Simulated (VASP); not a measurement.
# Si (I4_1/amd) in VASP: notebook, part 2 of 2

VASP 6.6.1. The steps go on from the part before.

**5. Single point, LDA**

This run uses another cell than the first one, of the same volume but with other edges.

Contents of INCAR:

```
SYSTEM = Si
ALGO = Normal
EDIFF = 1E-6
ENCUT = 520
ISIF = 2
ISMEAR = 0
LASPH = .True.
LCHARG = .False.
LREAL = .False.
LWAVE = .False.
NBANDS = 11
NELM = 60
PREC = Accurate
SIGMA = 0.05
```

Contents of KPOINTS:

```
k-points
0
Gamma
  12 12 12
  0 0 0
```

Contents of POSCAR:

```
Si
1.0
    0.0000000000      2.7716949131      2.5590069965
    2.7716949131      0.0000000000      2.5590069965
    2.7716949131      2.7716949131      0.0000000000
Si
2
Direct
    0.5000000000      0.5000000000      0.5000000000
    0.7500000000      0.7500000000      0.7500000000
```

Potentials or basis: VASP PAW LDA potentials, release 64 (Si).

Started as:

```
> cat potpaw_LDA.64/Si/POTCAR > POTCAR
> mpirun -np 1 vasp_std > vasp.out
```

OUTCAR:

```text
SYSTEM = Si
   EDIFF = 1E-6
   ENCUT = 520
   ISIF = 2
   ISMEAR = 0
   LASPH = .True.
   LREAL = .False.
   NELM = 60
   PREC = Accurate

 ion  position               nearest neighbor table
   1  0.500  0.500  0.500-   2 2.34   2 2.34   2 2.34   2 2.34
   2  0.750  0.750  0.750-   1 2.34   1 2.34   1 2.34   1 2.34

  LATTYP: Found a body centered tetragonal cell.
 ALAT       =     3.9197685369
 C/A-ratio  =     1.3056929114

  Lattice vectors:

 A1 = (   0.0000000000,  -2.7716949131,  -2.5590069965)
 A2 = (   0.0000000000,   2.7716949131,  -2.5590069965)
 A3 = (   2.7716949131,   0.0000000000,   2.5590069965)

Analysis of symmetry for initial positions (statically):
=====================================================================
 Subroutine PRICEL returns:
 Original cell was already a primitive cell.

 Routine SETGRP: Setting up the symmetry group for a
 body centered tetragonal supercell.

 Subroutine GETGRP returns: Found 16 space group operations
 (whereof  8 operations were pure point group operations)
 out of a pool of 16 trial point group operations.

The static configuration has the point symmetry D_2d.
 The point group associated with its full space group is D_4h.

Analysis of symmetry for dynamics (positions and initial velocities):
=====================================================================
 Subroutine PRICEL returns:
 Original cell was already a primitive cell.

 Routine SETGRP: Setting up the symmetry group for a
 body centered tetragonal supercell.

 Subroutine GETGRP returns: Found 16 space group operations
 (whereof  8 operations were pure point group operations)
 out of a pool of 16 trial point group operations.

The dynamic configuration has the point symmetry D_2d.
 The point group associated with its full space group is D_4h.

 Subroutine INISYM returns: Found 16 space group operations
 (whereof  8 operations are pure point group operations),
 and found     1 'primitive' translations

[... 117 lines left out ...]
  Thomas-Fermi vector in A             =   2.092382
   LORBIT       =      0    0 simple, 1 ext, 2 COOP (PROOUT), +10 PAW based schemes
   GGA     = CA    functional components
   LHFCALC =     F    Hartree Fock is set to
   AEXX    =    0.0000 exact exchange contribution
   IVDW    =     0    specifies the selected vdW correction
   LEPSILON=     F    determine dielectric tensor
   LRPA    =     F    only Hartree local field effects (RPA)
 non-spin polarized calculation
 Gauss-broadening in eV      SIGMA  =   0.05
  energy-cutoff  :      520.00
  volume of cell :       39.32
 maximum number of plane-waves:      1090
   NGX = 15   NGY = 15   NGZ = 15

 number of electron       8.0000000 magnetization

 Free energy of the ion-electron system (eV)
  ---------------------------------------------------
  ext. energy  EPLUGINS =         0.00000000
  ---------------------------------------------------
  free energy    TOTEN  =       -11.87455476 eV

  energy without entropy =      -11.87441033  energy(sigma->0) =      -11.87448255

 E-fermi :   6.0760     XC(G=0):  -9.6804

 val. band max:        6.0482987599   @ k =   0.0833  -0.0000   0.0000
 cond. band min:       6.0959321905   @ k =   0.3333   0.3333   0.0000
 fundamental gap:      0.0476334306
 Fermi energy:         6.0760251430

 k-point     1 :       0.0000    0.0000    0.0000
  band No.  band energies     occupation
      1      -6.1174      2.00000
      2       5.7984      2.00000
      3       5.7984      2.00000
      4       6.3102      0.00000
      5       8.3334      0.00000
      6       8.6251      0.00000
      7       8.6251      0.00000
      8       9.3126      0.00000
      9      12.9911      0.00000
     10      13.7293      0.00000
     11      14.3097      0.00000
[... 309 lines left out ...]
 k-point    24 :      -0.4167    0.1667    0.0000
  band No.  band energies     occupation
      1      -3.4664      2.00000
      2      -0.8099      2.00000
      3       3.2768      2.00000
      4       3.9585      2.00000
      5       7.6506      0.00000
      6      10.1065      0.00000
      7      10.3413      0.00000
      8      13.1948      0.00000
      9      14.7111      0.00000
     10      14.9361      0.00000
     11      17.5940      0.00000

 [... further k-points ...]
[... 5 lines left out ...]
  --------------------------------------------------------------------------------------
  -------------------------------------------------------------------------------------
  Total       -0.5228099     -0.5228099      1.0672890      0.0000000      0.0000000     -0.0000000
  in kB      -21.3040452    -21.3040452     43.4910906      0.0000000      0.0000000     -0.0000000
  external PRESSURE =       0.2943334 kB  Pullay stress =       0.0000000 kB

 VOLUME and BASIS-vectors are now :
 -----------------------------------------------------------------------------
  energy-cutoff  :      520.00
  volume of cell :       39.32
      direct lattice vectors                 reciprocal lattice vectors
     0.000000000  2.771694913  2.559006996    -0.180395035  0.180395035  0.195388290
     2.771694913  0.000000000  2.559006996     0.180395035 -0.180395035  0.195388290
     2.771694913  2.771694913  0.000000000     0.180395035  0.180395035 -0.195388290

 POSITION                                       TOTAL-FORCE (eV/Angst)
 -----------------------------------------------------------------------------------
      2.77169      2.77169      2.55901         0.000000      0.000000      0.000000
      4.15754      4.15754      3.83851        -0.000000     -0.000000     -0.000000
 -----------------------------------------------------------------------------------
    total drift:                                0.000000      0.000000     -0.000000

  FREE ENERGIE OF THE ION-ELECTRON SYSTEM (eV)
  ---------------------------------------------------
  free  energy   TOTEN  =       -11.8745547621 eV

  energy  without entropy=      -11.8744103323  energy(sigma->0) =      -11.87448255
```

OSZICAR:

```text
N       E                     dE             d eps       ncg     rms          rms(c)
DAV:   1     0.773308604054E+01    0.77331E+01   -0.33739E+03  3586   0.594E+02
DAV:   2    -0.115233858007E+02   -0.19256E+02   -0.18446E+02  4820   0.866E+01
DAV:   3    -0.121394905049E+02   -0.61610E+00   -0.61441E+00  4625   0.138E+01
DAV:   4    -0.121442440535E+02   -0.47535E-02   -0.47530E-02  4360   0.154E+00
DAV:   5    -0.121442948283E+02   -0.50775E-04   -0.50773E-04  4614   0.149E-01    0.510E+00
DAV:   6    -0.119579018900E+02    0.18639E+00   -0.10938E-01  4152   0.131E+00    0.305E+00
DAV:   7    -0.118744527938E+02    0.83449E-01   -0.19099E-01  4122   0.178E+00    0.245E-01
DAV:   8    -0.118745955527E+02   -0.14276E-03   -0.82959E-03  4080   0.495E-01    0.856E-02
DAV:   9    -0.118745497647E+02    0.45788E-04   -0.27248E-04  4412   0.850E-02    0.648E-02
DAV:  10    -0.118745549133E+02   -0.51486E-05   -0.19252E-05  4224   0.258E-02    0.311E-02
DAV:  11    -0.118745547621E+02    0.15126E-06   -0.10299E-06  2838   0.554E-03
   1 F= -.11874555E+02 E0= -.11874483E+02  d E =-.144430E-03
```

stdout:

```text
POSCAR found type information on POSCAR Si
 POSCAR found :  1 types and       2 ions
 scaLAPACK will be used
 LDA part: xc-table for (Slater(with rela. corr.)+CA(PZ))
 , standard interpolation
 POSCAR, INCAR and KPOINTS ok, starting setup
 FFT: planning ... GRIDC
 FFT: planning ... GRID_SOFT
 FFT: planning ... GRID
 WAVECAR not read
 entering main loop
```

Wall time 64 s (1 thread of AMD EPYC 7R43 (Zen 3), shared host); peak memory 0.14 GiB.

What came out:

```yaml
Free_energy: -11.8746 eV
Pressure: 0.0 GPa
Band_gap_on_the_k_mesh: zero (band 4 reaches 6.31 eV, above the bottom of band 5 at 5.93 eV)
```

Levels at points of the mesh, in eV from the Fermi level:
```
           k point  band 2  band 3  band 4  band 5  band 6  band 7
(0.00, 0.00, 0.00)   -0.28   -0.28    0.23    2.26    2.55    2.55
(0.50, 0.00, 0.00)   -7.18   -1.68   -0.97    1.19    2.87    3.72
(0.50, 0.50, 0.00)   -7.66   -3.40   -3.40    0.05    0.05    9.91
(0.50, 0.00, 0.50)   -8.14   -2.78   -2.78    0.69    0.69    9.37
```

Caveat: the cell differs from its parent crystal (strain +e along x and -e along y +0.0000, strain +e along z and -e/2 along x and y -0.0525).

**6. Summary**

| cell | gap on the mesh (eV) | pressure (GPa) |
| --- | --- | --- |
| a = 3.892, b = 3.892, c = 3.686 Å, angles 61.7, 61.7, 56.5°, 2 atoms | none | 0.1 |
| a = 3.758, b = 3.758, c = 3.953 Å, angles 58.3, 58.3, 63.5°, 2 atoms | none | -0.1 |
| a = 3.787, b = 3.787, c = 3.886 Å, angles 59.1, 59.1, 61.7°, 2 atoms | none | 0.1 |
| a = 3.772, b = 3.772, c = 3.920 Å, angles 58.7, 58.7, 62.6°, 2 atoms | none | 0.0 |

Alike in all rows: task single point; level LDA; potentials or basis VASP PAW LDA potentials, release 64 (Si); no spin polarisation; k mesh 12 × 12 × 12; cutoff (eV) 520; smearing gaussian 0.05 eV.

Absolute energies hang on the potentials; compare differences alone.
